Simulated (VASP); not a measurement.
# Ca (I4/mmm) in VASP: a series of runs, part 3 of 3

VASP 6.6.1. Earlier steps stand in the parts before.

## Step 5: Single point, PBEsol (strain +0.015 along x and y, +0.030 along z)

File INCAR:

```
SYSTEM = Ca
PREC = Accurate
ENCUT = 520
EDIFF = 1E-6
ISMEAR = 0
SIGMA = 0.15
LREAL = .False.
LASPH = .True.
NELM = 100
ALGO = Normal
ISIF = 2
LWAVE = .False.
LCHARG = .False.
GGA = PS
NBANDS = 11
```

File KPOINTS:

```
Automatic mesh
0
Gamma
  14 14 14
  0 0 0
```

File POSCAR:

```
Ca
1.0
    0.0000000000      2.8361130000      2.8780260000
    2.8361130000      0.0000000000      2.8780260000
    2.8361130000      2.8361130000      0.0000000000
Ca
1
Direct
    0.0000000000      0.0000000000      0.0000000000
```

Potentials or basis: VASP PAW PBE potentials, release 64 (Ca_sv).

The run is started by

```
$ cat potpaw_PBE.64/Ca_sv/POTCAR > POTCAR
$ mpirun -np 1 vasp_std > vasp.out
```

OUTCAR:

```text
SYSTEM = Ca
   PREC = Accurate
   ENCUT = 520
   EDIFF = 1E-6
   ISMEAR = 0
   LREAL = .False.
   LASPH = .True.
   NELM = 100
   ISIF = 2
   GGA = PS

 ion  position               nearest neighbor table
   1  0.000  0.000  0.000-

  LATTYP: Found a body centered tetragonal cell.
 ALAT       =     4.0108694690
 C/A-ratio  =     1.4351132702

  Lattice vectors:

 A1 = (  -2.8361130000,   0.0000000000,   2.8780260000)
 A2 = (   2.8361130000,   0.0000000000,   2.8780260000)
 A3 = (   0.0000000000,   2.8361130000,  -2.8780260000)

Analysis of symmetry for initial positions (statically):
=====================================================================
 Subroutine PRICEL returns:
 Original cell was already a primitive cell.

 Routine SETGRP: Setting up the symmetry group for a
 body centered tetragonal supercell.

 Subroutine GETGRP returns: Found 16 space group operations
 (whereof 16 operations were pure point group operations)
 out of a pool of 16 trial point group operations.

The static configuration has the point symmetry D_4h.

Analysis of symmetry for dynamics (positions and initial velocities):
=====================================================================
 Subroutine PRICEL returns:
 Original cell was already a primitive cell.

 Routine SETGRP: Setting up the symmetry group for a
 body centered tetragonal supercell.

 Subroutine GETGRP returns: Found 16 space group operations
 (whereof 16 operations were pure point group operations)
 out of a pool of 16 trial point group operations.

The dynamic configuration has the point symmetry D_4h.

 Subroutine INISYM returns: Found 16 space group operations
 (whereof 16 operations are pure point group operations),
 and found     1 'primitive' translations

----------------------------------------------------------------------------------------

                                     Primitive cell

  volume of cell :      46.2990

  direct lattice vectors                    reciprocal lattice vectors
     0.000000000  2.836113000  2.878026000    -0.176297630  0.176297630  0.173730189
     2.836113000  0.000000000  2.878026000     0.176297630 -0.176297630  0.173730189
     2.836113000  2.836113000  0.000000000     0.176297630  0.176297630 -0.173730189

  length of vectors
     4.040615127  4.040615127  4.010869469     0.303881370  0.303881370  0.303881370

  position of ions in fractional coordinates (direct lattice)
     0.000000000  0.000000000  0.000000000

  ion indices of the primitive-cell ions
   primitive index   ion index
                 1           1

----------------------------------------------------------------------------------------

 KPOINTS: Automatic mesh

Automatic generation of k-mesh.
 Grid dimensions read from file:
 generate k-points for:   14   14   14

 Generating k-lattice:

  Cartesian coordinates                     Fractional coordinates (reciprocal lattice)
    -0.012592688  0.012592688  0.012409299     0.071428571  0.000000000  0.000000000
     0.012592688 -0.012592688  0.012409299     0.000000000  0.071428571  0.000000000
     0.012592688  0.012592688 -0.012409299     0.000000000  0.000000000  0.071428571

  Length of vectors
     0.021705812  0.021705812  0.021705812

  Shift w.r.t. Gamma in fractional coordinates (k-lattice)
     0.000000000  0.000000000  0.000000000

 Subroutine IBZKPT returns following result:
 ===========================================

 Found    244 irreducible k-points:

 Following reciprocal coordinates:
            Coordinates               Weight
  0.000000  0.000000  0.000000      1.000000
  0.071429  0.000000  0.000000      8.000000
  0.142857  0.000000  0.000000      8.000000
  0.214286 -0.000000  0.000000      8.000000
  0.285714  0.000000  0.000000      8.000000
  0.357143  0.000000  0.000000      8.000000
[... 16 lines left out ...]
  0.214286  0.142857  0.000000      8.000000
  0.285714  0.142857  0.000000      8.000000
 [... further k-points ...]
   k-points           NKPTS =    244   k-points in BZ     NKDIM =    244   number of bands    NBANDS=     11
   number of dos      NEDOS =    301   number of ions     NIONS =      1
   total plane-waves  NPLWV =  27000
   dimension x,y,z NGX =    30 NGY =   30 NGZ =   30
   dimension x,y,z NGXF=    60 NGYF=   60 NGZF=   60
   ions per type =               1
   NGX,Y,Z   is equivalent  to a cutoff of  12.34, 12.34, 12.43 a.u.
   NGXF,Y,Z  is equivalent  to a cutoff of  24.69, 24.69, 24.87 a.u.
 SYSTEM =  Ca
   PREC   = accura    normal or accurate (medium, high low for compatibility)
   ISTART =      0    job   : 0-new  1-cont  2-samecut
   ICHARG =      2    charge: 1-file 2-atom 10-const
   ISPIN  =      1    spin polarized calculation?
   LNONCOLLINEAR =      F non collinear calculations
   LSORBIT =      F    spin-orbit coupling
   LASPH  =      T    aspherical Exc in radial PAW
   ENCUT  =  520.0 eV  38.22 Ry    6.18 a.u.   7.51  7.51  7.46*2*pi/ulx,y,z
   NELM   =    100;   NELMIN=  2; NELMDL= -5     # of ELM steps
   EDIFF  = 0.1E-05   stopping-criterion for ELM
   LREAL  =      F    real-space projection
   EDIFFG = 0.1E-04   stopping-criterion for IOM
   NSW    =      0    number of steps for IOM
   IBRION =     -1    ionic relax: 0-MD 1-quasi-New 2-CG
   NFREE  =      0    steps in history (QN), initial steepest desc. (CG)
   ISIF   =      2    stress and relaxation
   ISYM   =      2    0-nonsym 1-usesym 2-fastsym
   POTIM  = 0.5000    time-step for ionic-motion
   TEBEG  =    0.0;   TEEND  =   0.0 temperature during run
   PSTRESS=    0.0 pullay stress
   NELECT =      10.0000    total number of electrons
   NUPDOWN=      -1.0000    fix difference up-down
   EMIN   =  10.00;   EMAX   =-10.00  energy-range for DOS
   EFERMI =   0.00;   METHOD = LEGACY
   ISMEAR =     0;   SIGMA  =   0.15  broadening in eV -4-tet -1-fermi 0-gaus
   EFERMI_NEDOS =   21; number of points for ismear=-14 and -15
   IALGO  =     38    algorithm
   IMIX   =      4    mixing-type and parameters
     AMIX     =   0.40;   BMIX     =  1.00
     AMIX_MAG =   1.60;   BMIX_MAG =  1.00
  volume/ion in A,a.u.               =      46.30       312.44
  Fermi-wavevector in a.u.,A,eV,Ry     =   0.982240  1.856164 13.126836  0.964795
  Thomas-Fermi vector in A             =   2.113307
   LORBIT       =      0    0 simple, 1 ext, 2 COOP (PROOUT), +10 PAW based schemes
   GGA     = PS    functional components
   LHFCALC =     F    Hartree Fock is set to
   AEXX    =    0.0000 exact exchange contribution
   IVDW    =     0    specifies the selected vdW correction
   LEPSILON=     F    determine dielectric tensor
   LRPA    =     F    only Hartree local field effects (RPA)
 non-spin polarized calculation
 Gauss-broadening in eV      SIGMA  =   0.15
  energy-cutoff  :      520.00
  volume of cell :       46.30
 maximum number of plane-waves:      1272
   NGX = 15   NGY = 15   NGZ = 15

 number of electron      10.0000003 magnetization

 Free energy of the ion-electron system (eV)
  ---------------------------------------------------
  ext. energy  EPLUGINS =         0.00000000
  ---------------------------------------------------
  free energy    TOTEN  =        -2.10530126 eV

  energy without entropy =       -2.09047711  energy(sigma->0) =       -2.09788918

 E-fermi :   1.5398     XC(G=0):  -7.5223

 val. band max:        1.5152120999   @ k =  -0.3571   0.4286   0.1429
 cond. band min:       1.5429076131   @ k =  -0.4286   0.0714   0.0000
 fundamental gap:      0.0276955131
 Fermi energy:         1.5398363564

 k-point     1 :       0.0000    0.0000    0.0000
  band No.  band energies     occupation
      1     -40.5203      2.00000
      2     -21.5212      2.00000
      3     -21.5204      2.00000
      4     -21.5204      2.00000
      5      -2.3242      2.00000
      6       3.7021      0.00000
      7       3.7637      0.00000
      8       3.7637      0.00000
      9       4.6670      0.00000
     10       4.7450      0.00000
     11      10.2810      0.00000
[... 309 lines left out ...]
 k-point    24 :       0.2857    0.1429    0.0000
  band No.  band energies     occupation
      1     -40.5151      2.00000
      2     -21.5695      2.00000
      3     -21.5336      2.00000
      4     -21.5336      2.00000
      5      -1.2059      2.00000
      6       2.8675      0.00000
      7       3.6874      0.00000
      8       4.0559      0.00000
      9       4.4190      0.00000
     10       4.9911      0.00000
     11       8.6451      0.00000

 [... further k-points ...]

------------------------ aborting loop because EDIFF is reached ----------------------------------------

  FORCE on cell =-STRESS in cart. coord.  units (eV):
  Direction    XX          YY          ZZ          XY          YZ          ZX
  --------------------------------------------------------------------------------------
  -------------------------------------------------------------------------------------
  Total       -0.5438744     -0.5438744     -0.5772439      0.0000000      0.0000000      0.0000000
  in kB      -18.8207720    -18.8207720    -19.9755242      0.0000000      0.0000000      0.0000000
  external PRESSURE =     -19.2056894 kB  Pullay stress =       0.0000000 kB

 VOLUME and BASIS-vectors are now :
 -----------------------------------------------------------------------------
  energy-cutoff  :      520.00
  volume of cell :       46.30
      direct lattice vectors                 reciprocal lattice vectors
     0.000000000  2.836113000  2.878026000    -0.176297630  0.176297630  0.173730189
     2.836113000  0.000000000  2.878026000     0.176297630 -0.176297630  0.173730189
     2.836113000  2.836113000  0.000000000     0.176297630  0.176297630 -0.173730189

 POSITION                                       TOTAL-FORCE (eV/Angst)
 -----------------------------------------------------------------------------------
      0.00000      0.00000      0.00000         0.000000      0.000000      0.000000
 -----------------------------------------------------------------------------------
    total drift:                               -0.000000     -0.000000     -0.000000

  FREE ENERGIE OF THE ION-ELECTRON SYSTEM (eV)
  ---------------------------------------------------
  free  energy   TOTEN  =        -2.1053012594 eV

  energy  without entropy=       -2.0904771069  energy(sigma->0) =       -2.09788918
```

Wall time 2 min (1 thread of Oxide Virtual Turin-like, shared host); peak memory 0.22 GiB.

What came out:

```
Free energy            : -2.1053 eV
Pressure               : -1.9 GPa
Band gap on the k mesh : zero (band 5 reaches 1.75 eV, above the bottom of band 6 at 1.33 eV)
```

Stress tensor (GPa, compression positive):
```
-1.88  0.00  0.00
 0.00 -1.88  0.00
 0.00  0.00 -2.00
```

Levels at points of the mesh, in eV from the Fermi level:
```csv
k point,band 2,band 3,band 4,band 5,band 6,band 7,band 8,band 9
"(0.00, 0.00, 0.00)",-23.06,-23.06,-23.06,-3.86,2.16,2.22,2.22,3.13
"(0.50, 0.00, 0.00)",-23.16,-23.08,-23.07,-0.96,-0.21,2.07,2.14,3.77
"(0.50, 0.50, 0.00)",-23.15,-23.10,-23.10,-0.41,0.63,0.73,3.78,3.94
"(0.50, 0.00, 0.50)",-23.15,-23.10,-23.10,-0.36,0.60,0.86,3.77,3.92
```

Caveat: the cell differs from its parent crystal (strain +0.015 along x and y, +0.030 along z); the PAW data sets were made with another functional, which shifts forces and pressure a little.

## Step 6: Single point, PBEsol (strain +0.030 along x and y, +0.015 along z)

File INCAR:

```
SYSTEM = Ca
PREC     = Accurate       ! precision mode
ENCUT    = 520            ! plane-wave cutoff, eV
EDIFF    = 1E-6           ! SCF threshold, eV
ISMEAR   = 0              ! smearing method
SIGMA    = 0.15           ! smearing width, eV
LREAL    = .False.        ! projectors in reciprocal space
LASPH    = .True.         ! aspherical terms in the spheres
NELM     = 80             ! most SCF steps
ALGO     = Normal         ! electronic algorithm
ISIF     = 2              ! what is computed and relaxed
LWAVE    = .False.        ! write WAVECAR
LCHARG   = .False.        ! write CHGCAR
GGA      = PS             ! functional
NBANDS   = 11             ! bands
```

File KPOINTS:

```
regular mesh
0
Gamma
  14 14 14
  0 0 0
```

File POSCAR:

```
Ca
1.0
    0.0000000000      2.8780260000      2.8361130000
    2.8780260000      0.0000000000      2.8361130000
    2.8780260000      2.8780260000      0.0000000000
Ca
1
Direct
    0.0000000000      0.0000000000      0.0000000000
```

Potentials or basis: VASP PAW PBE potentials, release 64 (Ca_sv).

The run is started by

```
$ cat potpaw_PBE.64/Ca_sv/POTCAR > POTCAR
$ mpirun -np 1 vasp_std > vasp.out
```

It took 2.3 min on 1 thread of Oxide Virtual Turin-like, shared host; peak memory 0.22 GiB.

It converged, with:

```
Free energy            : -2.0969 eV
Pressure               : -2.1 GPa
Band gap on the k mesh : zero (band 5 reaches 1.71 eV, above the bottom of band 6 at 1.27 eV)
```

Stress tensor (GPa, compression positive):
```
-2.11  0.00  0.00
 0.00 -2.11  0.00
 0.00  0.00 -2.02
```

Levels at points of the mesh, in eV from the Fermi level:
```csv
k point,band 1,band 2,band 3,band 4,band 5,band 6,band 7,band 8,band 9,band 10
"(0.00, 0.00, 0.00)",-42.10,-23.10,-23.10,-23.10,-3.84,2.16,2.16,2.22,3.09,3.17
"(0.50, 0.00, 0.00)",-42.09,-23.19,-23.11,-23.11,-0.96,-0.22,2.05,2.12,3.72,3.75
"(0.50, 0.50, 0.00)",-42.08,-23.19,-23.13,-23.13,-0.33,0.60,0.88,3.72,3.89,3.89
"(0.50, 0.00, 0.50)",-42.08,-23.19,-23.13,-23.13,-0.38,0.63,0.75,3.73,3.87,3.91
```

Caveat: the cell differs from its parent crystal (strain +0.030 along x and y, +0.015 along z); the PAW data sets were made with another functional, which shifts forces and pressure a little.

## Step 7: The runs side by side

```csv
cell,gap on the mesh (eV),pressure (GPa)
"a = 4.011, b = 4.011, c = 3.952 Å, angles 60.5, 60.5, 59.0°, 1 atom",none,-1.6
"a = 3.981, b = 3.981, c = 4.011 Å, angles 59.8, 59.8, 60.5°, 1 atom",none,-1.6
"a = 4.011, b = 4.011, c = 4.070 Å, angles 59.5, 59.5, 61.0°, 1 atom",none,-1.9
"a = 4.041, b = 4.041, c = 4.011 Å, angles 60.2, 60.2, 59.5°, 1 atom",none,-1.9
"a = 4.041, b = 4.041, c = 4.070 Å, angles 59.8, 59.8, 60.5°, 1 atom",none,-2.1
```

Alike in all rows: task single point; level PBEsol; potentials or basis VASP PAW PBE potentials, release 64 (Ca_sv); no spin polarisation; k mesh 14 × 14 × 14; cutoff (eV) 520; smearing gaussian 0.15 eV.

Caveats: the PAW data sets were made with another functional, which shifts forces and pressure a little.

Total energies depend on the potentials used, so only differences within one code and one set of settings carry meaning.
